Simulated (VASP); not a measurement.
# W3C in VASP: relaxation of the atoms with PBE

Aim: the relaxation of the atoms of W3C with PBE.

Everything below comes from runs of VASP 6.6.1. Logs are shortened: lines on timing, memory, paths and dates and some standing lists are left out, and cuts for length are marked.

### Step 1. The cell of the first run

The cell holds a slab with vacuum, 4 atoms: a = 2.855 Å, b = 2.855 Å, c = 19.445 Å, α = 90.00°, β = 90.00°, γ = 90.00°.

### Step 2. Relaxation of the atoms, PBE

Contents of INCAR:

```
SYSTEM = W3C
  PREC = Accurate
  ENCUT = 520
  EDIFF = 1E-6
  ISMEAR = 0
  SIGMA = 0.1
  LREAL = .FALSE.
  LASPH = .TRUE.
  NELM = 80
  ALGO = Normal
  ISIF = 2
  LWAVE = .FALSE.
  LCHARG = .FALSE.
  LDIPOL = .TRUE.
  IDIPOL = 3
  DIPOL = 0.5 0.5 0.347
  GGA = PE
  IBRION = 2
  NSW = 36
  EDIFFG = -0.025
```

Contents of KPOINTS:

```
regular mesh
0
G
  9 9 1
  0 0 0
```

Contents of POSCAR:

```
W3C
1.0
    2.8547213223      0.0000000000      0.0000000000
    0.0000000000      2.8547213223      0.0000000000
    0.0000000000      0.0000000000     19.4446427381
W C
3 1
Selective dynamics
Direct
    0.5000000000      0.5000000000      0.2057121879  F F F
    0.0000000000      0.0000000000      0.3071172995  F F F
    0.5000000000      0.5000000000      0.4085774599  F F F
    0.8333333333      1.0000000000      0.4682339944  F F T
```

Potentials or basis: VASP PAW PBE potentials, release 64 (W_sv, C).

On the command line:

```sh
$ cat potpaw_PBE.64/W_sv/POTCAR potpaw_PBE.64/C/POTCAR > POTCAR
$ mpirun -np 1 vasp_std > vasp.out
```

OUTCAR:

```text
SYSTEM = W3C
   PREC = Accurate
   ENCUT = 520
   EDIFF = 1E-6
   ISMEAR = 0
   LREAL = .FALSE.
   LASPH = .TRUE.
   NELM = 80
   ISIF = 2
   GGA = PE
   IBRION = 2
   NSW = 36
   EDIFFG = -0.025

 ion  position               nearest neighbor table
   1  0.500  0.500  0.206-   2 2.82   2 2.82   2 2.82   2 2.82
   2  0.000  0.000  0.307-   1 2.82   1 2.82   1 2.82   1 2.82   3 2.82   3 2.82   3 2.82   3 2.82

   3  0.500  0.500  0.409-   4 2.07   4 2.07   4 2.65   4 2.65   2 2.82   2 2.82   2 2.82   2 2.82

   4  0.833  0.000  0.468-   3 2.07   3 2.07   3 2.65   3 2.65

  LATTYP: Found a simple tetragonal cell.
 ALAT       =     2.8547213223
 C/A-ratio  =     6.8113978714

  Lattice vectors:

 A1 = (   2.8547213223,   0.0000000000,   0.0000000000)
 A2 = (   0.0000000000,   2.8547213223,   0.0000000000)
 A3 = (   0.0000000000,   0.0000000000,  19.4446427381)

Analysis of symmetry for initial positions (statically):
=====================================================================
 Subroutine PRICEL returns:
 Original cell was already a primitive cell.

 Routine SETGRP: Setting up the symmetry group for a
 simple tetragonal supercell.

 Subroutine GETGRP returns: Found  2 space group operations
 (whereof  2 operations were pure point group operations)
 out of a pool of 16 trial point group operations.

The static configuration has the point symmetry C_1h.

Analysis of symmetry for dynamics (positions and initial velocities):
=====================================================================
 Subroutine PRICEL returns:
 Original cell was already a primitive cell.

 Routine SETGRP: Setting up the symmetry group for a
 simple tetragonal supercell.

 Subroutine GETGRP returns: Found  2 space group operations
 (whereof  2 operations were pure point group operations)
 out of a pool of 16 trial point group operations.

The dynamic configuration has the point symmetry C_1h.

Analysis of constrained symmetry for selective dynamics:
=====================================================================
 Subroutine PRICEL returns:
 Original cell was already a primitive cell.

 Routine SETGRP: Setting up the symmetry group for a
 simple tetragonal supercell.

 Subroutine GETGRP returns: Found  2 space group operations
 (whereof  2 operations were pure point group operations)
 out of a pool of 16 trial point group operations.

The constrained configuration has the point symmetry C_1h.

 Subroutine INISYM returns: Found  2 space group operations
 (whereof  2 operations are pure point group operations),
 and found     1 'primitive' translations

----------------------------------------------------------------------------------------

                                     Primitive cell

  volume of cell :     158.4628

  direct lattice vectors                    reciprocal lattice vectors
     2.854721322  0.000000000  0.000000000     0.350296890  0.000000000  0.000000000
     0.000000000  2.854721322  0.000000000     0.000000000  0.350296890  0.000000000
     0.000000000  0.000000000 19.444642738     0.000000000  0.000000000  0.051428047

  length of vectors
     2.854721322  2.854721322 19.444642738     0.350296890  0.350296890  0.051428047

  position of ions in fractional coordinates (direct lattice)
     0.500000000  0.500000000  0.205712188
     0.000000000  0.000000000  0.307117299
     0.500000000  0.500000000  0.408577460
     0.833333333  0.000000000  0.468233994

  ion indices of the primitive-cell ions
   primitive index   ion index
                 1           1
                 2           2
                 3           3
                 4           4

----------------------------------------------------------------------------------------

 KPOINTS: regular mesh

Automatic generation of k-mesh.
 Grid dimensions read from file:
 generate k-points for:    9    9    1

 Generating k-lattice:

  Cartesian coordinates                     Fractional coordinates (reciprocal lattice)
     0.038921877  0.000000000  0.000000000     0.111111111  0.000000000  0.000000000
     0.000000000  0.038921877  0.000000000     0.000000000  0.111111111  0.000000000
     0.000000000  0.000000000  0.051428047     0.000000000  0.000000000  1.000000000

  Length of vectors
     0.038921877  0.038921877  0.051428047

  Shift w.r.t. Gamma in fractional coordinates (k-lattice)
     0.000000000  0.000000000  0.000000000

 Subroutine IBZKPT returns following result:
 ===========================================

 Found     25 irreducible k-points:

 Following reciprocal coordinates:
            Coordinates               Weight
  0.000000  0.000000  0.000000      1.000000
  0.111111  0.000000  0.000000      2.000000
  0.000000  0.111111  0.000000      2.000000
  0.222222  0.000000  0.000000      2.000000
  0.000000  0.222222  0.000000      2.000000
  0.333333  0.000000  0.000000      2.000000
[... 16 lines left out ...]
  0.444444  0.333333  0.000000      4.000000
 -0.333333  0.444444  0.000000      4.000000
   k-points           NKPTS =     25   k-points in BZ     NKDIM =     25   number of bands    NBANDS=     27
   number of dos      NEDOS =    301   number of ions     NIONS =      4
   total plane-waves  NPLWV =  86400
   dimension x,y,z NGX =    24 NGY =   24 NGZ =  150
   dimension x,y,z NGXF=    48 NGYF=   48 NGZF=  300
   ions per type =               3   1
   NGX,Y,Z   is equivalent  to a cutoff of  13.98, 13.98, 12.82 a.u.
   NGXF,Y,Z  is equivalent  to a cutoff of  27.95, 27.95, 25.65 a.u.
 SYSTEM =  W3C
   PREC   = accura    normal or accurate (medium, high low for compatibility)
   ISTART =      0    job   : 0-new  1-cont  2-samecut
   ICHARG =      2    charge: 1-file 2-atom 10-const
   ISPIN  =      1    spin polarized calculation?
   LNONCOLLINEAR =      F non collinear calculations
   LSORBIT =      F    spin-orbit coupling
   LASPH  =      T    aspherical Exc in radial PAW
   ENCUT  =  520.0 eV  38.22 Ry    6.18 a.u.   5.31  5.31 36.15*2*pi/ulx,y,z
   NELM   =     80;   NELMIN=  2; NELMDL= -5     # of ELM steps
   EDIFF  = 0.1E-05   stopping-criterion for ELM
   LREAL  =      F    real-space projection
   EDIFFG = -.3E-01   stopping-criterion for IOM
   NSW    =     36    number of steps for IOM
   IBRION =      2    ionic relax: 0-MD 1-quasi-New 2-CG
   NFREE  =      1    steps in history (QN), initial steepest desc. (CG)
   ISIF   =      2    stress and relaxation
   ISYM   =      2    0-nonsym 1-usesym 2-fastsym
   POTIM  = 0.5000    time-step for ionic-motion
   TEBEG  =    0.0;   TEEND  =   0.0 temperature during run
   PSTRESS=    0.0 pullay stress
   NELECT =      46.0000    total number of electrons
   NUPDOWN=      -1.0000    fix difference up-down
   EMIN   =  10.00;   EMAX   =-10.00  energy-range for DOS
   EFERMI =   0.00;   METHOD = LEGACY
   ISMEAR =     0;   SIGMA  =   0.10  broadening in eV -4-tet -1-fermi 0-gaus
   EFERMI_NEDOS =   21; number of points for ismear=-14 and -15
   IALGO  =     38    algorithm
   IMIX   =      4    mixing-type and parameters
     AMIX     =   0.40;   BMIX     =  1.00
     AMIX_MAG =   1.60;   BMIX_MAG =  1.00
  volume/ion in A,a.u.               =      39.62       267.34
  Fermi-wavevector in a.u.,A,eV,Ry     =   1.083973  2.048411 15.986799  1.174997
  Thomas-Fermi vector in A             =   2.220051
   LORBIT       =      0    0 simple, 1 ext, 2 COOP (PROOUT), +10 PAW based schemes
   GGA     = PE    functional components
   LHFCALC =     F    Hartree Fock is set to
   AEXX    =    0.0000 exact exchange contribution
   IVDW    =     0    specifies the selected vdW correction
   LEPSILON=     F    determine dielectric tensor
   LRPA    =     F    only Hartree local field effects (RPA)
 conjugate gradient relaxation of ions
 non-spin polarized calculation
 Gauss-broadening in eV      SIGMA  =   0.10
  energy-cutoff  :      520.00
  volume of cell :      158.46
 maximum number of plane-waves:      4297
 NGX is ok and might be reduce to    24
   NGX = 11   NGY = 11   NGZ = 73

 dipolmoment           0.000000      0.000000     -0.004085 electrons x Angstroem

--------------------------------------- Ionic step        1  -------------------------------------------

 number of electron      45.9999996 magnetization

 Free energy of the ion-electron system (eV)
  ---------------------------------------------------
  ext. energy  EPLUGINS =         0.00000000
  ---------------------------------------------------
  free energy    TOTEN  =       -42.24961655 eV

  energy without entropy =      -42.23480049  energy(sigma->0) =      -42.24220852

------------------------ aborting loop because EDIFF is reached ----------------------------------------

  FORCE on cell =-STRESS in cart. coord.  units (eV):
  Direction    XX          YY          ZZ          XY          YZ          ZX
  --------------------------------------------------------------------------------------
  -------------------------------------------------------------------------------------
  Total       -2.7206275     -1.9192498     -1.9816745      0.0000000      0.0000000      0.6205682
  in kB      -27.5075719    -19.4050463    -20.0362069      0.0000000      0.0000000      6.2744072
  external PRESSURE =     -22.3162750 kB  Pullay stress =       0.0000000 kB
[... 99 lines left out ...]
  energy  without entropy=      -42.8283577852  energy(sigma->0) =      -42.83698027

--------------------------------------- Ionic step        4  -------------------------------------------

 number of electron      45.9999995 magnetization

 dipolmoment           0.000000      0.000000      0.045631 electrons x Angstroem

 Free energy of the ion-electron system (eV)
  ---------------------------------------------------
  ext. energy  EPLUGINS =         0.00000000
  ---------------------------------------------------
  free energy    TOTEN  =       -42.84652963 eV

  energy without entropy =      -42.82929510  energy(sigma->0) =      -42.83791236

 E-fermi :   0.3737     XC(G=0):  -5.5705

 val. band max:        0.3712270387   @ k =   0.0000   0.2222   0.0000
 cond. band min:       0.3776209537   @ k =   0.1111   0.0000   0.0000
 fundamental gap:      0.0063939150
 Fermi energy:         0.3736574039

 k-point     1 :       0.0000    0.0000    0.0000
  band No.  band energies     occupation
      1     -73.5116      2.00000
      2     -73.4864      2.00000
      3     -73.3504      2.00000
      4     -38.1563      2.00000
      5     -37.8104      2.00000
      6     -37.6760      2.00000
[... 709 lines left out ...]
     26       2.7650      0.00000
     27       2.9969      0.00000

 [... further k-points ...]

------------------------ aborting loop because EDIFF is reached ----------------------------------------

 vacuum level on the upper side and lower side of the slab       (xc-potential included)         0.482        -0.505

  FORCE on cell =-STRESS in cart. coord.  units (eV):
  Direction    XX          YY          ZZ          XY          YZ          ZX
  --------------------------------------------------------------------------------------
  -------------------------------------------------------------------------------------
  Total        0.8384144      4.9811115      1.9633075      0.0000000      0.0000000      4.0856512
  in kB        8.4769948     50.3627505     19.8505028      0.0000000      0.0000000     41.3089790
  external PRESSURE =      26.2300827 kB  Pullay stress =       0.0000000 kB

 VOLUME and BASIS-vectors are now :
 -----------------------------------------------------------------------------
  energy-cutoff  :      520.00
  volume of cell :      158.46
      direct lattice vectors                 reciprocal lattice vectors
     2.854721322  0.000000000  0.000000000     0.350296890  0.000000000  0.000000000
     0.000000000  2.854721322  0.000000000     0.000000000  0.350296890  0.000000000
     0.000000000  0.000000000 19.444642738     0.000000000  0.000000000  0.051428047
[... 10 lines left out ...]
  FREE ENERGIE OF THE ION-ELECTRON SYSTEM (eV)
  ---------------------------------------------------
  free  energy   TOTEN  =       -42.8465296265 eV

  energy  without entropy=      -42.8292951035  energy(sigma->0) =      -42.83791236

 reached required accuracy - stopping structural energy minimisation

 vacuum level on the upper side and lower side of the slab         5.928         4.915
```

Wall time 13 min (1 thread of Intel Xeon 8259CL, shared host); peak memory 0.34 GiB.

What came out:

* Free energy: -42.8465 eV
* Energy gained by relaxing: 149.2 meV/atom
* Ionic steps: 4
* Band gap on the k mesh: zero (bands 23 and 24 overlap by 1.35 eV)

The path:
```
step  energy change (eV)  largest force on free atoms (eV/Å)  pressure (GPa)
   1              0.0000                              3.0701           -2.23
   2             -0.3807                              2.0059           -0.43
   3             -0.5960                              0.1376            2.39
   4             -0.5969                              0.0086            2.62
```

Final structure:
```yaml
crystal:
  lattice:
    - [2.85472, 0.00000, 0.00000]
    - [0.00000, 2.85472, 0.00000]
    - [0.00000, 0.00000, 19.44464]
  atoms:
    - { symbol: W, position: [0.50000, 0.50000, 0.20571] }
    - { symbol: W, position: [0.00000, 0.00000, 0.30712] }
    - { symbol: W, position: [0.50000, 0.50000, 0.40858] }
    - { symbol: C, position: [0.83333, 0.00000, 0.44982] }
```

Levels at points of the mesh, in eV from the Fermi level:
```csv
k point,band 20,band 21,band 22,band 23,band 24,band 25,band 26,band 27
"(0.00, 0.00, 0.00)",-1.66,-0.92,-0.37,0.09,0.78,1.14,1.54,2.01
```

Caveat: spin-orbit coupling is left out, which moves the levels of the heavy elements.
